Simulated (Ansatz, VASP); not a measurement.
I: VASP beside Ansatz

```
CELL_PARAMETERS angstrom
-1.64571 1.64571 4.40329
1.64571 -1.64571 4.40329
1.64571 1.64571 -4.40329
ATOMIC_POSITIONS crystal
I 0.00000 0.00000 0.00000
```

Alike in both runs: task single point; functional PBE; k mesh 16 × 16 × 16; occupations gaussian, width 0.1 eV; no spin polarisation.

|  | VASP | Ansatz |
| --- | --- | --- |
| version | VASP 6.6.1 | Ansatz 0.2.0 |
| potentials or method | VASP PAW PBE potentials, release 64 (I), cutoff 520 eV | scalar-relativistic, plane waves, PAW |
| valence electrons in the cell | 7 | 17 |

```tsv
	VASP	Ansatz	Ansatz less VASP
gap on the k mesh at the Fermi level (eV)	none	none	-
pressure (GPa)	-1.0	-1.0	+0.03
traceless stress, the component that is largest in VASP (GPa)	1.12	1.10	-0.023
```

A gap of «none» marks a metal or a gap that the smearing closes. VASP's potentials hold 7 valence electrons a cell and Ansatz's 17, so a difference there can come from the potentials and not from the codes.

Neither program's run includes spin-orbit coupling.
